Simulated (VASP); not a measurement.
# LiSi2N2 (Cmmm) in VASP: single point with PBE

Aim: the single point of LiSi2N2 with PBE.

Program: VASP 6.6.1. These are calculated values, not measurements. Logs are shortened: lines on timing, memory, paths and dates and some standing lists are left out, and cuts for length are marked.

## Step 1: The cell of the first run

The structure is orthorhombic, space group Cmmm (No. 65). The conventional cell has a = 5.252 Å, b = 7.210 Å, c = 2.655 Å, α = 90.00°, β = 90.00°, γ = 90.00°. Li (site symmetry mmm) has 6 Si at 2.40 to 2.89 Å and 8 N at 2.60 Å and 2 Li at 2.65 Å within 3.2 Å. Within 2.7 Å of Si (site symmetry m2m) lie 4 N at 1.96 Å and 1 Li at 2.40 Å and 3 Si at 2.41 to 2.65 Å. Within 2.7 Å of N (site symmetry 2/m) lie 4 Si at 1.96 Å and 4 Li at 2.60 Å and 4 N at 2.63 to 2.65 Å.

## Step 2: Single point, PBE

Input file POSCAR:

```
LiSi2N2
1.0
    2.6259864136     -3.6048345185      0.0000000000
    2.6259864136      3.6048345185      0.0000000000
    0.0000000000      0.0000000000      2.6549481962
Li Si N
1 2 2
Direct
    0.5000000000      0.5000000000      0.0000000000
    0.1672396466      0.8327603534      0.0000000000
    0.8327603534      0.1672396466      0.0000000000
    0.0000000000      0.5000000000      0.5000000000
    0.5000000000      0.0000000000      0.5000000000
```

Input file INCAR.step1:

```
SYSTEM = LiSi2N2
PREC = Accurate
ENCUT = 520
EDIFF = 1E-6
ISMEAR = 0
SIGMA = 0.1
LREAL = .False.
LASPH = .True.
NELM = 80
ALGO = Normal
ISIF = 2
LWAVE = .False.
LCHARG = .True.
GGA = PE
NBANDS = 18
```

Input file KPOINTS.step1:

```
Automatic mesh
0
Gamma
  10 10 14
  0 0 0
```

Input file INCAR.step2:

```
SYSTEM = LiSi2N2
PREC = Accurate
ENCUT = 520
EDIFF = 1E-6
ISMEAR = -5
SIGMA = 0.1
LREAL = .False.
LASPH = .True.
NELM = 80
ALGO = Normal
ISIF = 2
LWAVE = .False.
LCHARG = .False.
GGA = PE
LORBIT = 11
NBANDS = 18
NEDOS = 2001
ICHARG = 11
```

Input file KPOINTS.step2:

```
Automatic mesh
0
Gamma
  15 15 21
  0 0 0
```

Potentials or basis: VASP PAW PBE potentials, release 64 (Li_sv, Si, N).

Started as:

```console
$ cat potpaw_PBE.64/Li_sv/POTCAR potpaw_PBE.64/Si/POTCAR potpaw_PBE.64/N/POTCAR > POTCAR
$ cp INCAR.step1 INCAR
$ cp KPOINTS.step1 KPOINTS
$ mpirun -np 1 vasp_std > vasp.out
$ cp INCAR.step2 INCAR
$ cp KPOINTS.step2 KPOINTS
$ mpirun -np 1 vasp_std > vasp.out
```

OUTCAR:

```text
SYSTEM = LiSi2N2
   PREC = Accurate
   ENCUT = 520
   EDIFF = 1E-6
   ISMEAR = -5
   LREAL = .False.
   LASPH = .True.
   NELM = 80
   ISIF = 2
   GGA = PE
   LORBIT = 11
   ICHARG = 11

 ion  position               nearest neighbor table
   1  0.500  0.500  0.000-   2 2.40   3 2.40
   2  0.167  0.833  0.000-   4 1.96   5 1.96   4 1.96   5 1.96   1 2.40   3 2.41   3 2.88   3 2.88

   3  0.833  0.167  0.000-   4 1.96   5 1.96   4 1.96   5 1.96   1 2.40   2 2.41   2 2.88   2 2.88

   4  0.000  0.500  0.500-   2 1.96   3 1.96   2 1.96   3 1.96
   5  0.500  0.000  0.500-   2 1.96   3 1.96   2 1.96   3 1.96

  LATTYP: Found a base centered orthorhombic cell.
 ALAT       =     5.2519728272
 B/A-ratio  =     1.3727544438
 C/A-ratio  =     0.5055144578

  Lattice vectors:

 A1 = (   2.6259864136,  -3.6048345185,   0.0000000000)
 A2 = (   2.6259864136,   3.6048345185,   0.0000000000)
 A3 = (   0.0000000000,   0.0000000000,   2.6549481962)

Analysis of symmetry for initial positions (statically):
=====================================================================
 Subroutine PRICEL returns:
 Original cell was already a primitive cell.

 Routine SETGRP: Setting up the symmetry group for a
 base centered orthorhombic supercell.

 Subroutine GETGRP returns: Found  8 space group operations
 (whereof  8 operations were pure point group operations)
 out of a pool of  8 trial point group operations.

The static configuration has the point symmetry D_2h.

Analysis of symmetry for dynamics (positions and initial velocities):
=====================================================================
 Subroutine PRICEL returns:
 Original cell was already a primitive cell.

 Routine SETGRP: Setting up the symmetry group for a
 base centered orthorhombic supercell.

 Subroutine GETGRP returns: Found  8 space group operations
 (whereof  8 operations were pure point group operations)
 out of a pool of  8 trial point group operations.

The dynamic configuration has the point symmetry D_2h.

 Subroutine INISYM returns: Found  8 space group operations
 (whereof  8 operations are pure point group operations),
 and found     1 'primitive' translations

----------------------------------------------------------------------------------------

                                     Primitive cell

  volume of cell :      50.2648

  direct lattice vectors                    reciprocal lattice vectors
     2.625986414 -3.604834519  0.000000000     0.190404641 -0.138702622  0.000000000
     2.625986414  3.604834519  0.000000000     0.190404641  0.138702622  0.000000000
     0.000000000  0.000000000  2.654948196     0.000000000  0.000000000  0.376655183

  length of vectors
     4.459891989  4.459891989  2.654948196     0.235568132  0.235568132  0.376655183

  position of ions in fractional coordinates (direct lattice)
     0.500000000  0.500000000  0.000000000
     0.167239647  0.832760353  0.000000000
     0.832760353  0.167239647  0.000000000
     0.000000000  0.500000000  0.500000000
     0.500000000  0.000000000  0.500000000

  ion indices of the primitive-cell ions
   primitive index   ion index
                 1           1
                 2           2
                 3           3
                 4           4
                 5           5

----------------------------------------------------------------------------------------

 KPOINTS: Automatic mesh

Automatic generation of k-mesh.
 Grid dimensions read from file:
 generate k-points for:   15   15   21

 Generating k-lattice:

  Cartesian coordinates                     Fractional coordinates (reciprocal lattice)
     0.012693643 -0.009246841  0.000000000     0.066666667  0.000000000  0.000000000
     0.012693643  0.009246841  0.000000000     0.000000000  0.066666667  0.000000000
     0.000000000  0.000000000  0.017935961     0.000000000  0.000000000  0.047619048

  Length of vectors
     0.015704542  0.015704542  0.017935961

  Shift w.r.t. Gamma in fractional coordinates (k-lattice)
     0.000000000  0.000000000  0.000000000

 TETIRR: Found   7094 inequivalent tetrahedra from    28350

 Subroutine IBZKPT returns following result:
 ===========================================

 Found    704 irreducible k-points:

 Following reciprocal coordinates:
            Coordinates               Weight
  0.000000  0.000000  0.000000      1.000000
  0.066667  0.000000  0.000000      4.000000
  0.133333  0.000000  0.000000      4.000000
  0.200000  0.000000  0.000000      4.000000
  0.266667  0.000000  0.000000      4.000000
  0.333333  0.000000  0.000000      4.000000
[... 16 lines left out ...]
  0.133333  0.133333  0.000000      2.000000
  0.200000  0.133333  0.000000      4.000000
 [... further k-points ...]
   k-points           NKPTS =    704   k-points in BZ     NKDIM =    704   number of bands    NBANDS=     18
   number of dos      NEDOS =   2001   number of ions     NIONS =      5
   total plane-waves  NPLWV =  25920
   dimension x,y,z NGX =    36 NGY =   36 NGZ =   20
   dimension x,y,z NGXF=    72 NGYF=   72 NGZF=   40
   ions per type =               1   2   2
   NGX,Y,Z   is equivalent  to a cutoff of  13.42, 13.42, 12.52 a.u.
   NGXF,Y,Z  is equivalent  to a cutoff of  26.84, 26.84, 25.05 a.u.
 SYSTEM =  LiSi2N2
   PREC   = accura    normal or accurate (medium, high low for compatibility)
   ISTART =      0    job   : 0-new  1-cont  2-samecut
   ICHARG =     11    charge: 1-file 2-atom 10-const
   ISPIN  =      1    spin polarized calculation?
   LNONCOLLINEAR =      F non collinear calculations
   LSORBIT =      F    spin-orbit coupling
   LASPH  =      T    aspherical Exc in radial PAW
   ENCUT  =  520.0 eV  38.22 Ry    6.18 a.u.   8.29  8.29  4.94*2*pi/ulx,y,z
   NELM   =     80;   NELMIN=  2; NELMDL=  0     # of ELM steps
   EDIFF  = 0.1E-05   stopping-criterion for ELM
   LREAL  =      F    real-space projection
   EDIFFG = 0.1E-04   stopping-criterion for IOM
   NSW    =      0    number of steps for IOM
   IBRION =     -1    ionic relax: 0-MD 1-quasi-New 2-CG
   NFREE  =      0    steps in history (QN), initial steepest desc. (CG)
   ISIF   =      2    stress and relaxation
   ISYM   =      2    0-nonsym 1-usesym 2-fastsym
   POTIM  = 0.5000    time-step for ionic-motion
   TEBEG  =    0.0;   TEEND  =   0.0 temperature during run
   PSTRESS=    0.0 pullay stress
   NELECT =      21.0000    total number of electrons
   NUPDOWN=      -1.0000    fix difference up-down
   EMIN   =  10.00;   EMAX   =-10.00  energy-range for DOS
   EFERMI =   0.00;   METHOD = LEGACY
   ISMEAR =    -5;   SIGMA  =   0.10  broadening in eV -4-tet -1-fermi 0-gaus
   EFERMI_NEDOS =   21; number of points for ismear=-14 and -15
   IALGO  =     38    algorithm
   IMIX   =      4    mixing-type and parameters
     AMIX     =   0.40;   BMIX     =  1.00
     AMIX_MAG =   1.60;   BMIX_MAG =  1.00
  volume/ion in A,a.u.               =      10.05        67.84
  Fermi-wavevector in a.u.,A,eV,Ry     =   1.223846  2.312733 20.378781  1.497798
  Thomas-Fermi vector in A             =   2.358942
   LORBIT       =     11    0 simple, 1 ext, 2 COOP (PROOUT), +10 PAW based schemes
   GGA     = PE    functional components
   LHFCALC =     F    Hartree Fock is set to
   AEXX    =    0.0000 exact exchange contribution
   IVDW    =     0    specifies the selected vdW correction
   LEPSILON=     F    determine dielectric tensor
   LRPA    =     F    only Hartree local field effects (RPA)
 non-spin polarized calculation
 Fermi weights with tetrahedron method with Bloechl corrections
  energy-cutoff  :      520.00
  volume of cell :       50.26
 maximum number of plane-waves:      1378
 NGX is ok and might be reduce to    36

 number of electron      20.9999998 magnetization

 Free energy of the ion-electron system (eV)
  ---------------------------------------------------
  ext. energy  EPLUGINS =         0.00000000
  ---------------------------------------------------
  free energy    TOTEN  =       -29.56236922 eV

  energy without entropy =      -29.56236922  energy(sigma->0) =      -29.56236922

 E-fermi :  10.0038     XC(G=0): -11.0339

 val. band max:       10.0439918244   @ k =   0.3333   0.2000   0.4762
 cond. band min:       9.9722019516   @ k =  -0.2667   0.0667   0.3810
 fundamental gap:     -0.0717898728
 Fermi energy:        10.0038434329

 k-point     1 :       0.0000    0.0000    0.0000
  band No.  band energies     occupation
      1     -38.7477      2.00000
      2     -10.1345      2.00000
      3      -7.2577      2.00000
      4      -2.3429      2.00000
      5       1.8851      2.00000
      6       2.4122      2.00000
[... 10 lines left out ...]
     17      15.8274      0.00000
     18      17.4204      0.00000

 k-point     2 :       0.0667    0.0000    0.0000
  band No.  band energies     occupation
      1     -38.7477      2.00000
      2     -10.1132      2.00000
      3      -7.3118      2.00000
      4      -2.2771      2.00000
      5       1.6146      2.00000
      6       2.6159      2.00000
[... 10 lines left out ...]
     17      15.9179      0.00000
     18      17.4215      0.00000

 k-point     3 :       0.1333    0.0000    0.0000
  band No.  band energies     occupation
      1     -38.7477      2.00000
      2     -10.0497      2.00000
      3      -7.4641      2.00000
      4      -2.0921      2.00000
      5       1.2307      2.00000
      6       2.7173      2.00000
[... 10 lines left out ...]
     17      16.2942      0.00000
     18      17.4217      0.00000

 k-point     4 :       0.2000    0.0000    0.0000
  band No.  band energies     occupation
      1     -38.7477      2.00000
      2      -9.9449      2.00000
      3      -7.6906      2.00000
      4      -1.8207      2.00000
      5       0.9039      2.00000
      6       2.7128      2.00000
[... 10 lines left out ...]
     17      16.6847      0.00000
     18      17.4138      0.00000

 k-point     5 :       0.2667    0.0000    0.0000
  band No.  band energies     occupation
      1     -38.7477      2.00000
      2      -9.8004      2.00000
      3      -7.9636      2.00000
      4      -1.5093      2.00000
      5       0.6669      2.00000
      6       2.6797      2.00000
[... 10 lines left out ...]
     17      17.0037      0.00000
     18      17.3942      0.00000

 k-point     6 :       0.3333    0.0000    0.0000
  band No.  band energies     occupation
      1     -38.7477      2.00000
      2      -9.6190      2.00000
      3      -8.2587      2.00000
      4      -1.2165      2.00000
      5       0.5417      2.00000
      6       2.6322      2.00000
[... 307 lines left out ...]
 k-point    21 :      -0.1333    0.0667    0.0000
  band No.  band energies     occupation
      1     -38.7477      2.00000
      2     -10.0852      2.00000
      3      -7.3344      2.00000
      4      -2.4077      2.00000
      5       1.4627      2.00000
      6       2.5676      2.00000
[... 10 lines left out ...]
     17      16.0148      0.00000
     18      17.1415      0.00000

 k-point    22 :      -0.0667    0.0667    0.0000
  band No.  band energies     occupation
      1     -38.7477      2.00000
      2     -10.1203      2.00000
      3      -7.2690      2.00000
      4      -2.4096      2.00000
      5       1.7087      2.00000
      6       2.4751      2.00000
[... 10 lines left out ...]
     17      15.7712      0.00000
     18      17.2627      0.00000

 k-point    23 :       0.1333    0.1333    0.0000
  band No.  band energies     occupation
      1     -38.7478      2.00000
      2      -9.8544      2.00000
      3      -7.9112      2.00000
      4      -1.1895      2.00000
      5       0.3760      2.00000
      6       3.3125      2.00000
[... 10 lines left out ...]
     17      17.1451      0.00000
     18      18.1337      0.00000

 k-point    24 :       0.2000    0.1333    0.0000
  band No.  band energies     occupation
      1     -38.7477      2.00000
      2      -9.6960      2.00000
      3      -8.1810      2.00000
      4      -0.6897      2.00000
      5      -0.0142      2.00000
      6       3.3962      2.00000
[... 10 lines left out ...]
     17      17.5022      0.00000
     18      18.0376      0.00000

 [... further k-points ...]

------------------------ aborting loop because EDIFF is reached ----------------------------------------

  FORCE on cell =-STRESS in cart. coord.  units (eV):
  Direction    XX          YY          ZZ          XY          YZ          ZX
  --------------------------------------------------------------------------------------
  -------------------------------------------------------------------------------------
  Total        0.0181024      0.0277856      0.0394633     -0.0000000      0.0000000      0.0000000
  in kB        0.5770105      0.8856603      1.2578840     -0.0000000      0.0000000      0.0000000
  external PRESSURE =       0.9068516 kB  Pullay stress =       0.0000000 kB

 VOLUME and BASIS-vectors are now :
 -----------------------------------------------------------------------------
  energy-cutoff  :      520.00
  volume of cell :       50.26
      direct lattice vectors                 reciprocal lattice vectors
     2.625986414 -3.604834519  0.000000000     0.190404641 -0.138702622  0.000000000
     2.625986414  3.604834519  0.000000000     0.190404641  0.138702622  0.000000000
     0.000000000  0.000000000  2.654948196     0.000000000  0.000000000  0.376655183

 POSITION                                       TOTAL-FORCE (eV/Angst)
 -----------------------------------------------------------------------------------
      2.62599      0.00000      0.00000         0.000000     -0.000000      0.000000
      2.62599      2.39909      0.00000        -0.000000     -0.011112     -0.000000
      2.62599     -2.39909      0.00000        -0.000000      0.011112      0.000000
      1.31299      1.80242      1.32747         0.000000     -0.000000      0.000000
      1.31299     -1.80242      1.32747        -0.000000     -0.000000      0.000000
 -----------------------------------------------------------------------------------
    total drift:                                0.000000     -0.000000      0.000000

  FREE ENERGIE OF THE ION-ELECTRON SYSTEM (eV)
  ---------------------------------------------------
  free  energy   TOTEN  =       -29.5623692250 eV

  energy  without entropy=      -29.5623692250  energy(sigma->0) =      -29.56236922

 total charge

# of ion       s       p       d       tot
------------------------------------------
    1        2.017   0.057   0.000   2.074
    2        0.747   0.803   0.000   1.550
    3        0.747   0.803   0.000   1.550
    4        1.242   2.501   0.000   3.743
    5        1.242   2.501   0.000   3.743
--------------------------------------------------
tot          5.995   6.665   0.000  12.660
```

It took 6.7 min on 1 thread of Intel Xeon Platinum 8488C (Sapphire Rapids), shared host; peak memory 0.61 GiB.

Results:

* Valence electrons inside the program's atomic spheres: Li 2.07; Si 1.55; N 3.74

Caveat: the cutoff is under 1.25 times the usual one of these potentials, so pressure, stress and relaxed cells hold a basis-set (Pulay) error; an odd number of electrons without spin polarisation forces a metal; a magnetic or distorted state may lie lower.
